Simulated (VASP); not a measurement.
# Pd (Pm-3m) in VASP: single point with LDA

Aim: the single point of Pd with LDA.

Everything below comes from runs of VASP 6.6.1. Logs are shortened: lines on timing, memory, paths and dates and some standing lists are left out, and cuts for length are marked.

### 1 The cell of the first run

The structure is cubic, space group Pm-3m (No. 221). Conventional cell: a = 3.506 Å, b = 3.506 Å, c = 3.506 Å, α = 90.00°, β = 90.00°, γ = 90.00°. Within 4.6 Å of Pd (site symmetry m-3m) lie 6 Pd at 3.51 Å.

### 2 Single point, LDA

Input file INCAR:

```
PREC     = Accurate       # precision mode
ENCUT    = 520            # plane-wave cutoff, eV
EDIFF    = 1E-6           # SCF threshold, eV
ISMEAR   = -1             # smearing method
SIGMA    = 0.1            # smearing width, eV
LREAL    = False          # projectors in reciprocal space
LASPH    = True           # aspherical terms in the spheres
NELM     = 80             # most SCF steps
ALGO     = Normal         # electronic algorithm
ISIF     = 2              # what is computed and relaxed
LWAVE    = False          # write WAVECAR
LCHARG   = True           # write CHGCAR
GGA      = CA             # functional
LELF     = True           # ELF
LVHAR    = True         
NBANDS   = 11             # bands
```

Input file KPOINTS:

```
regular mesh
0
Gamma
  7 7 7
```

Input file POSCAR:

```
Pd
1.0
    3.5056900000      0.0000000000      0.0000000000
    0.0000000000      3.5056900000      0.0000000000
    0.0000000000      0.0000000000      3.5056900000
Pd
1
Direct
    0.5000000000      0.5000000000      0.5000000000
```

Potentials or basis: VASP PAW LDA potentials, release 64 (Pd).

Command:

```
$ cat potpaw_LDA.64/Pd/POTCAR > POTCAR
$ mpirun -np 1 vasp_std > vasp.out
```

OUTCAR:

```text
PREC = Accurate
   ENCUT = 520
   EDIFF = 1E-6
   ISMEAR = -1
   LREAL = False
   LASPH = True
   NELM = 80
   ISIF = 2
   GGA = CA

 ion  position               nearest neighbor table
   1  0.500  0.500  0.500-

  LATTYP: Found a simple cubic cell.
 ALAT       =     3.5056900000

  Lattice vectors:

 A1 = (   3.5056900000,   0.0000000000,   0.0000000000)
 A2 = (   0.0000000000,   3.5056900000,   0.0000000000)
 A3 = (   0.0000000000,   0.0000000000,   3.5056900000)

Analysis of symmetry for initial positions (statically):
=====================================================================
 Subroutine PRICEL returns:
 Original cell was already a primitive cell.

 Routine SETGRP: Setting up the symmetry group for a
 simple cubic supercell.

 Subroutine GETGRP returns: Found 48 space group operations
 (whereof 48 operations were pure point group operations)
 out of a pool of 48 trial point group operations.

The static configuration has the point symmetry O_h .

Analysis of symmetry for dynamics (positions and initial velocities):
=====================================================================
 Subroutine PRICEL returns:
 Original cell was already a primitive cell.

 Routine SETGRP: Setting up the symmetry group for a
 simple cubic supercell.

 Subroutine GETGRP returns: Found 48 space group operations
 (whereof 48 operations were pure point group operations)
 out of a pool of 48 trial point group operations.

The dynamic configuration has the point symmetry O_h .

 Subroutine INISYM returns: Found 48 space group operations
 (whereof 48 operations are pure point group operations),
 and found     1 'primitive' translations

----------------------------------------------------------------------------------------

                                     Primitive cell

  volume of cell :      43.0844

  direct lattice vectors                    reciprocal lattice vectors
     3.505690000  0.000000000  0.000000000     0.285250550  0.000000000  0.000000000
     0.000000000  3.505690000  0.000000000     0.000000000  0.285250550  0.000000000
     0.000000000  0.000000000  3.505690000     0.000000000  0.000000000  0.285250550

  length of vectors
     3.505690000  3.505690000  3.505690000     0.285250550  0.285250550  0.285250550

  position of ions in fractional coordinates (direct lattice)
     0.500000000  0.500000000  0.500000000

  ion indices of the primitive-cell ions
   primitive index   ion index
                 1           1

----------------------------------------------------------------------------------------

 KPOINTS: regular mesh

Automatic generation of k-mesh.
 Grid dimensions read from file:
 generate k-points for:    7    7    7

 Generating k-lattice:

  Cartesian coordinates                     Fractional coordinates (reciprocal lattice)
     0.040750079  0.000000000  0.000000000     0.142857143  0.000000000  0.000000000
     0.000000000  0.040750079  0.000000000     0.000000000  0.142857143  0.000000000
     0.000000000  0.000000000  0.040750079     0.000000000  0.000000000  0.142857143

  Length of vectors
     0.040750079  0.040750079  0.040750079

  Shift w.r.t. Gamma in fractional coordinates (k-lattice)
     0.000000000  0.000000000  0.000000000

 Subroutine IBZKPT returns following result:
 ===========================================

 Found     20 irreducible k-points:

 Following reciprocal coordinates:
            Coordinates               Weight
  0.000000  0.000000  0.000000      1.000000
  0.142857  0.000000  0.000000      6.000000
  0.285714  0.000000  0.000000      6.000000
  0.428571  0.000000  0.000000      6.000000
  0.142857  0.142857  0.000000     12.000000
  0.285714  0.142857  0.000000     24.000000
[... 12 lines left out ...]
  0.428571  0.428571  0.285714     24.000000
  0.428571  0.428571  0.428571      8.000000
   k-points           NKPTS =     20   k-points in BZ     NKDIM =     20   number of bands    NBANDS=     11
   number of dos      NEDOS =    301   number of ions     NIONS =      1
   total plane-waves  NPLWV =  21952
   dimension x,y,z NGX =    28 NGY =   28 NGZ =   28
   dimension x,y,z NGXF=    56 NGYF=   56 NGZF=   56
   ions per type =               1
   NGX,Y,Z   is equivalent  to a cutoff of  13.28, 13.28, 13.28 a.u.
   NGXF,Y,Z  is equivalent  to a cutoff of  26.56, 26.56, 26.56 a.u.
 SYSTEM =  unknown system
   PREC   = accura    normal or accurate (medium, high low for compatibility)
   ISTART =      0    job   : 0-new  1-cont  2-samecut
   ICHARG =      2    charge: 1-file 2-atom 10-const
   ISPIN  =      1    spin polarized calculation?
   LNONCOLLINEAR =      F non collinear calculations
   LSORBIT =      F    spin-orbit coupling
   LASPH  =      T    aspherical Exc in radial PAW
   ENCUT  =  520.0 eV  38.22 Ry    6.18 a.u.   6.52  6.52  6.52*2*pi/ulx,y,z
   NELM   =     80;   NELMIN=  2; NELMDL= -5     # of ELM steps
   EDIFF  = 0.1E-05   stopping-criterion for ELM
   LREAL  =      F    real-space projection
   EDIFFG = 0.1E-04   stopping-criterion for IOM
   NSW    =      0    number of steps for IOM
   IBRION =     -1    ionic relax: 0-MD 1-quasi-New 2-CG
   NFREE  =      0    steps in history (QN), initial steepest desc. (CG)
   ISIF   =      2    stress and relaxation
   ISYM   =      2    0-nonsym 1-usesym 2-fastsym
   POTIM  = 0.5000    time-step for ionic-motion
   TEBEG  =    0.0;   TEEND  =   0.0 temperature during run
   PSTRESS=    0.0 pullay stress
   NELECT =      10.0000    total number of electrons
   NUPDOWN=      -1.0000    fix difference up-down
   EMIN   =  10.00;   EMAX   =-10.00  energy-range for DOS
   EFERMI =   0.00;   METHOD = LEGACY
   ISMEAR =    -1;   SIGMA  =   0.10  broadening in eV -4-tet -1-fermi 0-gaus
   EFERMI_NEDOS =   21; number of points for ismear=-14 and -15
   IALGO  =     38    algorithm
   IMIX   =      4    mixing-type and parameters
     AMIX     =   0.40;   BMIX     =  1.00
     AMIX_MAG =   1.60;   BMIX_MAG =  1.00
  volume/ion in A,a.u.               =      43.08       290.75
  Fermi-wavevector in a.u.,A,eV,Ry     =   1.006085  1.901225 13.771911  1.012207
  Thomas-Fermi vector in A             =   2.138805
   LORBIT       =      0    0 simple, 1 ext, 2 COOP (PROOUT), +10 PAW based schemes
   GGA     = CA    functional components
   LHFCALC =     F    Hartree Fock is set to
   AEXX    =    0.0000 exact exchange contribution
   IVDW    =     0    specifies the selected vdW correction
   LEPSILON=     F    determine dielectric tensor
   LRPA    =     F    only Hartree local field effects (RPA)
 non-spin polarized calculation
  energy-cutoff  :      520.00
  volume of cell :       43.08
 maximum number of plane-waves:      1189
 NGX is ok and might be reduce to    28
   NGX = 13   NGY = 13   NGZ = 13

 number of electron      10.0000000 magnetization

 number of electron       9.9999998 magnetization

 Free energy of the ion-electron system (eV)
  ---------------------------------------------------
  ext. energy  EPLUGINS =         0.00000000
  ---------------------------------------------------
  free energy    TOTEN  =        -3.17081362 eV

  energy without entropy =       -3.05789245  energy(sigma->0) =       -3.11435304

 E-fermi :  -0.6511     XC(G=0):  -7.8904

 val. band max:       -0.6656212505   @ k =   0.4286   0.4286   0.1429
 cond. band min:      -0.6497039631   @ k =   0.4286   0.4286   0.2857
 fundamental gap:      0.0159172874
 Fermi energy:        -0.6510727347

 k-point     1 :       0.0000    0.0000    0.0000
  band No.  band energies     occupation
      1      -2.6806      2.00000
      2      -1.9059      1.99999
      3      -1.9059      1.99999
      4      -0.8039      1.64340
      5      -0.8039      1.64340
      6      -0.8039      1.64340
      7       9.7552      0.00000
      8       9.7552      0.00000
      9       9.7552      0.00000
     10      12.5907      0.00000
     11      13.0000      0.00000

 k-point     2 :       0.1429    0.0000    0.0000
  band No.  band energies     occupation
      1      -2.4361      2.00000
      2      -1.8868      1.99999
      3      -1.7795      1.99997
      4      -0.8685      1.79580
      5      -0.8685      1.79580
      6      -0.7984      1.62722
      7       7.6054      0.00000
      8      10.0880      0.00000
      9      10.0880      0.00000
     10      12.8466      0.00000
     11      13.0754      0.00000

 k-point     3 :       0.2857    0.0000    0.0000
  band No.  band energies     occupation
      1      -2.0242      2.00000
      2      -1.8434      1.99999
      3      -1.1325      1.98391
      4      -1.0079      1.94515
      5      -1.0079      1.94515
      6      -0.7862      1.58852
      7       4.7981      0.00000
      8      10.9833      0.00000
      9      10.9833      0.00000
     10      13.1838      0.00000
     11      13.2946      0.00000

 k-point     4 :       0.4286    0.0000    0.0000
  band No.  band energies     occupation
      1      -1.8465      1.99999
      2      -1.8081      1.99998
      3      -1.1146      1.98078
      4      -1.1146      1.98078
      5      -0.7763      1.55536
      6       0.2908      0.00016
      7       2.3381      0.00000
      8      12.0381      0.00000
      9      12.0381      0.00000
     10      13.5677      0.00000
     11      13.6231      0.00000
[... 183 lines left out ...]
 k-point    18 :       0.4286    0.2857    0.2857
  band No.  band energies     occupation
      1      -1.5314      1.99970
      2      -1.4185      1.99907
      3      -1.2924      1.99672
      4      -1.1473      1.98611
      5      -0.9013      1.84859
      6       1.9653      0.00000
      7       4.4217      0.00000
      8       7.6238      0.00000
      9       8.4829      0.00000
     10      10.2832      0.00000
     11      11.1599      0.00000

 k-point    19 :       0.4286    0.4286    0.2857
  band No.  band energies     occupation
      1      -1.6503      1.99991
      2      -1.4275      1.99915
      3      -1.4152      1.99904
      4      -1.0271      1.95452
      5      -0.6497      0.99316
      6       3.1680      0.00000
      7       5.1273      0.00000
      8       5.7452      0.00000
      9       8.5774      0.00000
     10       9.5496      0.00000
     11      11.7574      0.00000

 k-point    20 :       0.4286    0.4286    0.4286
  band No.  band energies     occupation
      1      -1.6075      1.99986
      2      -1.5799      1.99981
      3      -1.5799      1.99981
      4      -0.6394      0.94175
      5      -0.6394      0.94175
      6       4.3269      0.00000
      7       6.0305      0.00000
      8       6.0305      0.00000
      9       7.6265      0.00000
     10       9.0705      0.00000
     11      10.4952      0.00000

------------------------ aborting loop because EDIFF is reached ----------------------------------------

  FORCE on cell =-STRESS in cart. coord.  units (eV):
  Direction    XX          YY          ZZ          XY          YZ          ZX
  --------------------------------------------------------------------------------------
  -------------------------------------------------------------------------------------
  Total       -2.7832036     -2.7832036     -2.7832036      0.0000000     -0.0000000      0.0000000
  in kB     -103.4987336   -103.4987336   -103.4987336      0.0000000     -0.0000000      0.0000000
  external PRESSURE =    -103.4987336 kB  Pullay stress =       0.0000000 kB

 VOLUME and BASIS-vectors are now :
 -----------------------------------------------------------------------------
  energy-cutoff  :      520.00
  volume of cell :       43.08
      direct lattice vectors                 reciprocal lattice vectors
     3.505690000  0.000000000  0.000000000     0.285250550  0.000000000  0.000000000
     0.000000000  3.505690000  0.000000000     0.000000000  0.285250550  0.000000000
     0.000000000  0.000000000  3.505690000     0.000000000  0.000000000  0.285250550

 POSITION                                       TOTAL-FORCE (eV/Angst)
 -----------------------------------------------------------------------------------
      1.75284      1.75284      1.75284         0.000000      0.000000      0.000000
 -----------------------------------------------------------------------------------
    total drift:                                0.000000      0.000000      0.000000

  FREE ENERGIE OF THE ION-ELECTRON SYSTEM (eV)
  ---------------------------------------------------
  free  energy   TOTEN  =        -3.1708136183 eV

  energy  without entropy=       -3.0578924546  energy(sigma->0) =       -3.11435304
```

Run time: 5.2 s. Hardware: 1 thread of Intel Xeon Platinum 8488C (Sapphire Rapids), shared host; peak memory 0.14 GiB.

What came out:

```
Free energy            : -3.1708 eV
Pressure               : -10.3 GPa
Band gap on the k mesh : zero (band 5 reaches -0.64 eV, above the bottom of band 6 at -0.91 eV)
```
